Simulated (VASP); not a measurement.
## FeNi: single point with LDA

The system is FeNi.

```xyz
2
Lattice="1.4923 -2.0576 0.0000 1.4923 2.0576 0.0000 0.0000 0.0000 4.1013" Properties=species:S:1:pos:R:3 pbc="T T T"
Fe    0.0000    0.0000    0.0000
Ni    1.4923    0.0000    2.0507
```

| Property | Result |
| --- | --- |
| Program | VASP 6.6.1 |
| Task | single point |
| Functional | LDA |
| Potentials or basis | VASP PAW LDA potentials, release 64 (Fe, Ni) |
| Cutoff | 520 eV |
| k mesh | 14 × 14 × 8 |
| Occupations | gaussian, width 0.05 eV |
| Spin | collinear spin, ferromagnetic start |
| Starting moments | [2.54, 0.67] μB |
| Dipole correction | no |
| Further INCAR settings | ALGO = Fast; EDIFF = 1e-06; NBANDS = 20 |

```
Pressure                                              : -28.3 GPa
Net moment                                            : 3.30 μB per cell
Site moments                                          : Fe +2.67; Ni +0.62 μB
Valence electrons inside the program's atomic spheres : Fe 7.00; Ni 9.18
```

Stress tensor (GPa, compression positive):
```
-26.08   0.00   0.00
  0.00 -29.23   0.00
  0.00   0.00 -29.73
```

Levels at points of the mesh, in eV from the Fermi level:
Spin up:
| k point | band 9 | band 10 | band 11 | band 12 | band 13 | band 14 |
| --- | --- | --- | --- | --- | --- | --- |
| (0.00, 0.00, 0.00) | -1.06 | -1.02 | -0.33 | 0.31 | 5.83 | 16.86 |
| (0.50, 0.00, 0.00) | -1.13 | -0.94 | 1.14 | 1.53 | 9.59 | 9.63 |
| (0.50, 0.50, 0.00) | -0.50 | -0.20 | 0.30 | 5.76 | 8.05 | 8.95 |
| (0.00, 0.00, 0.50) | -1.40 | -1.39 | -1.14 | -1.12 | 14.37 | 14.61 |
| (0.50, 0.00, 0.50) | -0.37 | -0.29 | 0.10 | 0.13 | 5.26 | 5.80 |
| (0.50, 0.50, 0.50) | -0.45 | -0.25 | 4.37 | 4.41 | 6.15 | 6.79 |
Spin down:
| k point | band 5 | band 6 | band 7 | band 8 | band 9 | band 10 | band 11 | band 12 |
| --- | --- | --- | --- | --- | --- | --- | --- | --- |
| (0.00, 0.00, 0.00) | -1.02 | -0.75 | -0.45 | -0.20 | 0.55 | 1.24 | 1.34 | 1.55 |
| (0.50, 0.00, 0.00) | -1.52 | -1.12 | -0.62 | -0.33 | 1.07 | 1.44 | 1.76 | 3.33 |
| (0.50, 0.50, 0.00) | 0.19 | 0.28 | 0.51 | 0.64 | 1.21 | 1.26 | 2.19 | 6.76 |
| (0.00, 0.00, 0.50) | -0.98 | -0.77 | -0.58 | -0.56 | -0.47 | 0.82 | 1.13 | 1.30 |
| (0.50, 0.00, 0.50) | -0.42 | -0.28 | 0.25 | 0.42 | 0.64 | 1.23 | 1.29 | 1.86 |
| (0.50, 0.50, 0.50) | -1.42 | -0.88 | -0.15 | 0.29 | 0.63 | 2.18 | 4.93 | 5.23 |

Wall time 2.8 min on 1 thread of Intel(R) Xeon(R) Platinum 8488C (Sapphire Rapids) (shared host), peak memory 0.32 GiB.

Caveat: the cell stands under tension.
